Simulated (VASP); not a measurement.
# Cr (Pm-3m) in VASP: notebook

The runs below take Cr through single point, relaxation of cell and atoms, with PBEsol.

Everything below comes from runs of VASP 6.6.1. Logs are shortened: lines on timing, memory, paths and dates and some standing lists are left out, and cuts for length are marked.

### 1 The cell of the first run

Symmetry: Pm-3m, No. 221, cubic system. Conventional cell: a = 2.396 Å, b = 2.396 Å, c = 2.396 Å, α = 90.00°, β = 90.00°, γ = 90.00°. Within 3.2 Å of Cr (site symmetry m-3m) lie 6 Cr at 2.40 Å.

### 2 Single point, PBEsol (volume scaled by 1.12)

Contents of INCAR:

```
PREC = Accurate ; ENCUT = 520
EDIFF = 1E-7 ; ISMEAR = -1
SIGMA = 0.1 ; LREAL = False
LASPH = True ; NELM = 100
ALGO = Normal ; ISIF = 2
LWAVE = False ; LCHARG = True
GGA = PS ; LELF = True
LVHAR = True ; NBANDS = 12
```

Contents of KPOINTS:

```
regular mesh
0
Gamma
  15 15 15
```

Contents of POSCAR:

```
Cr
1.0
    2.3957865989      0.0000000000      0.0000000000
    0.0000000000      2.3957865989      0.0000000000
    0.0000000000      0.0000000000      2.3957865989
Cr
1
Direct
    0.0000000000      0.0000000000      0.0000000000
```

Potentials or basis: VASP PAW PBE potentials, release 64 (Cr_pv).

On the command line:

```console
$ cat potpaw_PBE.64/Cr_pv/POTCAR > POTCAR
$ mpirun -np 1 vasp_std > vasp.out
```

OUTCAR:

```text
PREC = Accurate
   ENCUT = 520
   EDIFF = 1E-7
   ISMEAR = -1
   LREAL = False
   LASPH = True
   NELM = 100
   ISIF = 2
   GGA = PS

 ion  position               nearest neighbor table
   1  0.000  0.000  0.000-

  LATTYP: Found a simple cubic cell.
 ALAT       =     2.3957865989

  Lattice vectors:

 A1 = (   2.3957865989,   0.0000000000,   0.0000000000)
 A2 = (   0.0000000000,   2.3957865989,   0.0000000000)
 A3 = (   0.0000000000,   0.0000000000,   2.3957865989)

Analysis of symmetry for initial positions (statically):
=====================================================================
 Subroutine PRICEL returns:
 Original cell was already a primitive cell.

 Routine SETGRP: Setting up the symmetry group for a
 simple cubic supercell.

 Subroutine GETGRP returns: Found 48 space group operations
 (whereof 48 operations were pure point group operations)
 out of a pool of 48 trial point group operations.

The static configuration has the point symmetry O_h .

Analysis of symmetry for dynamics (positions and initial velocities):
=====================================================================
 Subroutine PRICEL returns:
 Original cell was already a primitive cell.

 Routine SETGRP: Setting up the symmetry group for a
 simple cubic supercell.

 Subroutine GETGRP returns: Found 48 space group operations
 (whereof 48 operations were pure point group operations)
 out of a pool of 48 trial point group operations.

The dynamic configuration has the point symmetry O_h .

 Subroutine INISYM returns: Found 48 space group operations
 (whereof 48 operations are pure point group operations),
 and found     1 'primitive' translations

----------------------------------------------------------------------------------------

                                     Primitive cell

  volume of cell :      13.7513

  direct lattice vectors                    reciprocal lattice vectors
     2.395786599  0.000000000  0.000000000     0.417399446  0.000000000  0.000000000
     0.000000000  2.395786599  0.000000000     0.000000000  0.417399446  0.000000000
     0.000000000  0.000000000  2.395786599     0.000000000  0.000000000  0.417399446

  length of vectors
     2.395786599  2.395786599  2.395786599     0.417399446  0.417399446  0.417399446

  position of ions in fractional coordinates (direct lattice)
     0.000000000  0.000000000  0.000000000

  ion indices of the primitive-cell ions
   primitive index   ion index
                 1           1

----------------------------------------------------------------------------------------

 KPOINTS: regular mesh

Automatic generation of k-mesh.
 Grid dimensions read from file:
 generate k-points for:   15   15   15

 Generating k-lattice:

  Cartesian coordinates                     Fractional coordinates (reciprocal lattice)
     0.027826630  0.000000000  0.000000000     0.066666667  0.000000000  0.000000000
     0.000000000  0.027826630  0.000000000     0.000000000  0.066666667  0.000000000
     0.000000000  0.000000000  0.027826630     0.000000000  0.000000000  0.066666667

  Length of vectors
     0.027826630  0.027826630  0.027826630

  Shift w.r.t. Gamma in fractional coordinates (k-lattice)
     0.000000000  0.000000000  0.000000000

 Subroutine IBZKPT returns following result:
 ===========================================

 Found    120 irreducible k-points:

 Following reciprocal coordinates:
            Coordinates               Weight
  0.000000  0.000000  0.000000      1.000000
  0.066667  0.000000  0.000000      6.000000
  0.133333  0.000000  0.000000      6.000000
  0.200000  0.000000  0.000000      6.000000
  0.266667  0.000000  0.000000      6.000000
  0.333333  0.000000  0.000000      6.000000
[... 16 lines left out ...]
  0.266667  0.200000  0.000000     24.000000
  0.333333  0.200000  0.000000     24.000000
 [... further k-points ...]
   k-points           NKPTS =    120   k-points in BZ     NKDIM =    120   number of bands    NBANDS=     12
   number of dos      NEDOS =    301   number of ions     NIONS =      1
   total plane-waves  NPLWV =   5832
   dimension x,y,z NGX =    18 NGY =   18 NGZ =   18
   dimension x,y,z NGXF=    36 NGYF=   36 NGZF=   36
   ions per type =               1
   NGX,Y,Z   is equivalent  to a cutoff of  12.49, 12.49, 12.49 a.u.
   NGXF,Y,Z  is equivalent  to a cutoff of  24.98, 24.98, 24.98 a.u.
 SYSTEM =  unknown system
   PREC   = accura    normal or accurate (medium, high low for compatibility)
   ISTART =      0    job   : 0-new  1-cont  2-samecut
   ICHARG =      2    charge: 1-file 2-atom 10-const
   ISPIN  =      1    spin polarized calculation?
   LNONCOLLINEAR =      F non collinear calculations
   LSORBIT =      F    spin-orbit coupling
   LASPH  =      T    aspherical Exc in radial PAW
   ENCUT  =  520.0 eV  38.22 Ry    6.18 a.u.   4.45  4.45  4.45*2*pi/ulx,y,z
   NELM   =    100;   NELMIN=  2; NELMDL= -5     # of ELM steps
   EDIFF  = 0.1E-06   stopping-criterion for ELM
   LREAL  =      F    real-space projection
   EDIFFG = 0.1E-05   stopping-criterion for IOM
   NSW    =      0    number of steps for IOM
   IBRION =     -1    ionic relax: 0-MD 1-quasi-New 2-CG
   NFREE  =      0    steps in history (QN), initial steepest desc. (CG)
   ISIF   =      2    stress and relaxation
   ISYM   =      2    0-nonsym 1-usesym 2-fastsym
   POTIM  = 0.5000    time-step for ionic-motion
   TEBEG  =    0.0;   TEEND  =   0.0 temperature during run
   PSTRESS=    0.0 pullay stress
   NELECT =      12.0000    total number of electrons
   NUPDOWN=      -1.0000    fix difference up-down
   EMIN   =  10.00;   EMAX   =-10.00  energy-range for DOS
   EFERMI =   0.00;   METHOD = LEGACY
   ISMEAR =    -1;   SIGMA  =   0.10  broadening in eV -4-tet -1-fermi 0-gaus
   EFERMI_NEDOS =   21; number of points for ismear=-14 and -15
   IALGO  =     38    algorithm
   IMIX   =      4    mixing-type and parameters
     AMIX     =   0.40;   BMIX     =  1.00
     AMIX_MAG =   1.60;   BMIX_MAG =  1.00
  volume/ion in A,a.u.               =      13.75        92.80
  Fermi-wavevector in a.u.,A,eV,Ry     =   1.564422  2.956328 33.299098  2.447415
  Thomas-Fermi vector in A             =   2.667048
   LORBIT       =      0    0 simple, 1 ext, 2 COOP (PROOUT), +10 PAW based schemes
   GGA     = PS    functional components
   LHFCALC =     F    Hartree Fock is set to
   AEXX    =    0.0000 exact exchange contribution
   IVDW    =     0    specifies the selected vdW correction
   LEPSILON=     F    determine dielectric tensor
   LRPA    =     F    only Hartree local field effects (RPA)
 non-spin polarized calculation
  energy-cutoff  :      520.00
  volume of cell :       13.75
 maximum number of plane-waves:       384
 NGX is ok and might be reduce to    18
   NGX =  9   NGY =  9   NGZ =  9

 number of electron      12.0000015 magnetization

 Free energy of the ion-electron system (eV)
  ---------------------------------------------------
  ext. energy  EPLUGINS =         0.00000000
  ---------------------------------------------------
  free energy    TOTEN  =        -9.10731056 eV

  energy without entropy =       -9.05354394  energy(sigma->0) =       -9.08042725

 E-fermi :   8.5758     XC(G=0): -12.7211

 val. band max:        8.5729201088   @ k =   0.4667   0.3333   0.2000
 cond. band min:       8.5777812161   @ k =   0.3333   0.2000   0.2000
 fundamental gap:      0.0048611072
 Fermi energy:         8.5758380065

 k-point     1 :       0.0000    0.0000    0.0000
  band No.  band energies     occupation
      1     -33.8671      2.00000
      2     -33.8671      2.00000
      3     -33.8671      2.00000
      4       1.4957      2.00000
      5       5.7209      2.00000
      6       5.7209      2.00000
      7      10.8206      0.00000
      8      10.8206      0.00000
      9      10.8206      0.00000
     10      16.0519      0.00000
     11      27.2597      0.00000
     12      27.2597      0.00000

 k-point     2 :       0.0667    0.0000    0.0000
  band No.  band energies     occupation
      1     -33.9048      2.00000
      2     -33.8639      2.00000
      3     -33.8639      2.00000
      4       1.6298      2.00000
      5       5.7490      2.00000
      6       5.8123      2.00000
      7      10.7326      0.00000
      8      10.7326      0.00000
      9      10.8274      0.00000
     10      16.0519      0.00000
     11      26.0030      0.00000
     12      27.4618      0.00000

 k-point     3 :       0.1333    0.0000    0.0000
  band No.  band energies     occupation
      1     -34.0105      2.00000
      2     -33.8549      2.00000
      3     -33.8549      2.00000
      4       2.0193      2.00000
      5       5.8292      2.00000
      6       6.0762      2.00000
      7      10.4909      0.00000
      8      10.4909      0.00000
      9      10.8465      0.00000
     10      16.0519      0.00000
     11      23.7249      0.00000
     12      28.0466      0.00000

 k-point     4 :       0.2000    0.0000    0.0000
  band No.  band energies     occupation
      1     -34.1646      2.00000
      2     -33.8415      2.00000
      3     -33.8415      2.00000
      4       2.6265      2.00000
      5       5.9497      2.00000
      6       6.4796      2.00000
      7      10.1523      0.00000
      8      10.1524      0.00000
      9      10.8749      0.00000
     10      16.0517      0.00000
     11      21.4001      0.00000
     12      28.9598      0.00000

 k-point     5 :       0.2667    0.0000    0.0000
  band No.  band energies     occupation
      1     -34.3388      2.00000
      2     -33.8262      2.00000
      3     -33.8262      2.00000
      4       3.3925      2.00000
      5       6.0918      2.00000
      6       6.9608      2.00000
      7       9.7857      0.00001
      8       9.7857      0.00001
      9      10.9077      0.00000
     10      16.0514      0.00000
     11      19.2688      0.00000
     12      30.1359      0.00000

 k-point     6 :       0.3333    0.0000    0.0000
  band No.  band energies     occupation
      1     -34.5029      2.00000
      2     -33.8115      2.00000
      3     -33.8115      2.00000
      4       4.2329      2.00000
      5       6.2316      2.00000
      6       7.4248      1.99998
      7       9.4541      0.00031
      8       9.4542      0.00031
      9      10.9391      0.00000
     10      16.0503      0.00000
     11      17.4560      0.00000
     12      29.8045      0.00000

 k-point     7 :       0.4000    0.0000    0.0000
  band No.  band energies     occupation
      1     -34.6295      2.00000
      2     -33.7999      2.00000
      3     -33.7999      2.00000
      4       5.0184      2.00000
      5       6.3438      2.00000
      6       7.7599      1.99943
      7       9.2064      0.00365
      8       9.2064      0.00365
      9      10.9638      0.00000
     10      16.0150      0.00000
     11      16.1295      0.00000
     12      29.3508      0.00000

 k-point     8 :       0.4667    0.0000    0.0000
  band No.  band energies     occupation
      1     -34.6982      2.00000
      2     -33.7936      2.00000
      3     -33.7936      2.00000
      4       5.5355      2.00000
      5       6.4064      2.00000
      6       7.9045      1.99757
      7       9.0746      0.01355
      8       9.0746      0.01355
      9      10.9774      0.00000
     10      15.3419      0.00000
     11      16.0564      0.00000
     12      29.1021      0.00000
[... 166 lines left out ...]
 k-point    20 :       0.4000    0.1333    0.0000
  band No.  band energies     occupation
      1     -34.6106      2.00000
      2     -33.9360      2.00000
      3     -33.7883      2.00000
      4       5.3609      2.00000
      5       6.6169      2.00000
      6       7.2851      2.00000
      7       9.2641      0.00205
      8       9.8661      0.00000
      9      10.6802      0.00000
     10      16.0415      0.00000
     11      16.2923      0.00000
     12      27.3066      0.00000

 k-point    21 :       0.4667    0.1333    0.0000
  band No.  band energies     occupation
      1     -34.6786      2.00000
      2     -33.9290      2.00000
      3     -33.7821      2.00000
      4       5.9381      2.00000
      5       6.7239      2.00000
      6       6.9685      2.00000
      7       9.1351      0.00742
      8      10.2440      0.00000
      9      10.6970      0.00000
     10      15.3612      0.00000
     11      16.0562      0.00000
     12      27.7572      0.00000

 k-point    22 :       0.2000    0.2000    0.0000
  band No.  band energies     occupation
      1     -34.1453      2.00000
      2     -34.1211      2.00000
      3     -33.8164      2.00000
      4       3.6330      2.00000
      5       6.3833      2.00000
      6       7.0509      2.00000
      7       9.5183      0.00016
      8      10.1571      0.00000
      9      10.3232      0.00000
     10      16.0518      0.00000
     11      21.8412      0.00000
     12      23.2800      0.00000

 k-point    23 :       0.2667    0.2000    0.0000
  band No.  band energies     occupation
      1     -34.3051      2.00000
      2     -34.1136      2.00000
      3     -33.8014      2.00000
      4       4.2669      2.00000
      5       6.5161      2.00000
      6       7.4819      1.99996
      7       9.3612      0.00078
      8       9.8720      0.00000
      9      10.3094      0.00000
     10      16.0516      0.00000
     11      20.0660      0.00000
     12      23.6255      0.00000

 k-point    24 :       0.3333    0.2000    0.0000
  band No.  band energies     occupation
      1     -34.4657      2.00000
      2     -34.0961      2.00000
      3     -33.7870      2.00000
      4       4.9219      2.00000
      5       6.5899      2.00000
      6       7.6903      1.99971
      7       9.5628      0.00010
      8       9.6504      0.00004
      9      10.3495      0.00000
     10      16.0512      0.00000
     11      18.1361      0.00000
     12      24.4601      0.00000

 [... further k-points ...]
[... 5 lines left out ...]
  --------------------------------------------------------------------------------------
  -------------------------------------------------------------------------------------
  Total       -1.5770148     -1.5770148     -1.5770148     -0.0000000      0.0000000     -0.0000000
  in kB     -183.7392538   -183.7392538   -183.7392538     -0.0000000      0.0000000     -0.0000000
  external PRESSURE =    -183.7392538 kB  Pullay stress =       0.0000000 kB

 VOLUME and BASIS-vectors are now :
 -----------------------------------------------------------------------------
  energy-cutoff  :      520.00
  volume of cell :       13.75
      direct lattice vectors                 reciprocal lattice vectors
     2.395786599  0.000000000  0.000000000     0.417399446  0.000000000  0.000000000
     0.000000000  2.395786599  0.000000000     0.000000000  0.417399446  0.000000000
     0.000000000  0.000000000  2.395786599     0.000000000  0.000000000  0.417399446

 POSITION                                       TOTAL-FORCE (eV/Angst)
 -----------------------------------------------------------------------------------
      0.00000      0.00000      0.00000         0.000000      0.000000      0.000000
 -----------------------------------------------------------------------------------
    total drift:                               -0.000000      0.000000      0.000000

  FREE ENERGIE OF THE ION-ELECTRON SYSTEM (eV)
  ---------------------------------------------------
  free  energy   TOTEN  =        -9.1073105583 eV

  energy  without entropy=       -9.0535439383  energy(sigma->0) =       -9.08042725
```

It took 7.6 s on 1 thread of Intel Xeon 6975P-C, shared host; peak memory 0.13 GiB.

What came out:

| Property | Result |
| --- | --- |
| Free energy | -9.1073 eV |
| Pressure | -18.4 GPa |
| Band gap on the k mesh | zero (band 6 reaches 9.51 eV, above the bottom of band 7 at 7.96 eV) |

Levels at points of the mesh, in eV from the Fermi level:
| k point | band 3 | band 4 | band 5 | band 6 | band 7 | band 8 | band 9 | band 10 |
| --- | --- | --- | --- | --- | --- | --- | --- | --- |
| (0.00, 0.00, 0.00) | -42.44 | -7.08 | -2.85 | -2.85 | 2.24 | 2.24 | 2.24 | 7.48 |

Caveat: the cell differs from its parent crystal (volume scaled by 1.12); the PAW data sets were made with another functional, which shifts forces and pressure a little; the run has no spin polarisation, though such a crystal can be magnetic. Spin polarisation is off, so any magnetic state and its effect on volume and gap are missing.

### 3 Relaxation of cell and atoms, PBEsol

This run uses another cell than the first one, of 12.95 Å³/atom, 0.942 times its volume.

Contents of INCAR:

```
PREC = Accurate
ENCUT = 600
EDIFF = 1E-7
ISMEAR = -1
SIGMA = 0.1
LREAL = F
LASPH = T
NELM = 60
ALGO = Normal
ISIF = 3
LWAVE = F
LCHARG = F
GGA = PS
IBRION = 2
NSW = 80
EDIFFG = -0.01
```

Contents of KPOINTS:

```
Automatic mesh
0
Gamma
  13 13 13
```

Contents of POSCAR:

```
Cr
1.0
    2.3484326893      0.0000000000      0.0000000000
    0.0000000000      2.3484326893      0.0000000000
    0.0000000000      0.0000000000      2.3484326893
Cr
1
Direct
    0.0000000000      0.0000000000      0.0000000000
```

Potentials or basis: VASP PAW PBE potentials, release 64 (Cr_pv).

On the command line:

```console
$ cat potpaw_PBE.64/Cr_pv/POTCAR > POTCAR
$ mpirun -np 1 vasp_std > vasp.out
```

Run time: 20 s. Hardware: 1 thread of Intel Xeon 6975P-C, shared host; peak memory 0.14 GiB.

It converged, with:

| Property | Result |
| --- | --- |
| Free energy | -9.2149 eV |
| Relaxed volume | 12.26 Å³/atom |
| Relaxed cell | a = 2.306 Å, b = 2.306 Å, c = 2.306 Å, α = 90.00°, β = 90.00°, γ = 90.00° |
| Space group after relaxing (to 0.05 Å) | Pm-3m (No. 221) |
| Energy gained by relaxing | 23.2 meV/atom |
| Ionic steps | 4 |
| Pressure after relaxing | 0.1 GPa |
| Band gap on the k mesh | zero (band 6 reaches 11.15 eV, above the bottom of band 7 at 9.56 eV) |

The path:
| step | energy change (eV) | largest force (eV/Å) | pressure (GPa) | volume (Å³) |
| --- | --- | --- | --- | --- |
| 1 | 0.0000 | 0.0000 | -10.29 | 12.95 |
| 2 | 0.0165 | 0.0000 | 16.70 | 11.45 |
| 3 | -0.0232 | 0.0000 | -0.18 | 12.27 |
| 4 | -0.0232 | 0.0000 | 0.05 | 12.26 |

Final structure:
```
Cr
1.0
     2.30588    0.00000    0.00000
     0.00000    2.30588    0.00000
     0.00000    0.00000    2.30588
Cr
1
Direct
  0.00000 0.00000 0.00000
```

Levels at points of the mesh, in eV from the Fermi level:
| k point | band 3 | band 4 | band 5 | band 6 | band 7 | band 8 | band 9 | band 10 |
| --- | --- | --- | --- | --- | --- | --- | --- | --- |
| (0.00, 0.00, 0.00) | -42.33 | -7.53 | -3.35 | -3.35 | 2.59 | 2.59 | 2.59 | 7.54 |

Caveat: the PAW data sets were made with another functional, which shifts forces and pressure a little; the run has no spin polarisation, though such a crystal can be magnetic. Spin polarisation is off, so any magnetic state and its effect on volume and gap are missing.

(Continued in part 2 of 2.)
